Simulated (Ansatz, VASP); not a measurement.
## Two plane-wave programs on ZnS

Contents of INCAR:

```
PREC     = Accurate       # precision mode
ENCUT    = 520            # plane-wave cutoff, eV
EDIFF    = 1E-7           # SCF threshold, eV
ISMEAR   = 0              # smearing method
SIGMA    = 0.05           # smearing width, eV
LREAL    = False          # projectors in reciprocal space
LASPH    = True           # aspherical terms in the spheres
NELM     = 100            # most SCF steps
ALGO     = Normal         # electronic algorithm
ISIF     = 2              # what is computed and relaxed
LWAVE    = False          # write WAVECAR
LCHARG   = False          # write CHGCAR
GGA      = PE             # functional
NBANDS   = 16             # bands
```

The input KPOINTS:

```
regular mesh
0
Gamma
  10 10 10
```

File POSCAR:

```
ZnS
1.0
    0.1405945702      2.7767427621      2.7767427621
    2.7767427621      0.1405945702      2.7767427621
    2.7767427621      2.7767427621      0.1405945702
Zn S
1 1
Direct
    0.0000000000      0.0000000000      0.0000000000
    0.7500000000      0.7500000000      0.7500000000
```

Input for Ansatz:

```yaml
crystal:
  lattice:
    - [0.1405945702, 2.7767427621, 2.7767427621]
    - [2.7767427621, 0.1405945702, 2.7767427621]
    - [2.7767427621, 2.7767427621, 0.1405945702]
  atoms:
    - { symbol: Zn, position: [0.0, 0.0, 0.0] }
    - { symbol: S, position: [0.75, 0.75, 0.75] }
basis:
  ecutwfc: 420
kpoints:
  mp_grid: { grid: [10, 10, 10] }
hamiltonian:
  xc: pbe
scf:
  occupations: { method: gaussian, width: 0.05 }
output:
  forces: true
  stress: true
  eigenvalues: true
```

Alike in both runs: task single point; functional PBE; k mesh 10 × 10 × 10; occupations gaussian, width 0.05 eV; no spin polarisation.

```csv
,VASP,Ansatz
version,VASP 6.6.1,Ansatz 0.2.0
potentials or method,"VASP PAW PBE potentials, release 64 (Zn, S), cutoff 520 eV","scalar-relativistic, plane waves, PAW"
valence electrons in the cell,18,18
```

```csv
,VASP,Ansatz,Ansatz less VASP
gap on the k mesh at the Fermi level (eV),1.91,1.90,-0.003
least direct gap on the mesh (eV),1.91,1.90,-0.003
pressure (GPa),2.2,2.1,-0.17
"traceless stress, the component that is largest in VASP (GPa)",-3.19,-3.17,+0.020
rms of the force components (eV/Å),0.209,0.204,-0.0042
```

Atom by atom the forces differ by 0.004 eV/Å (rms over components).
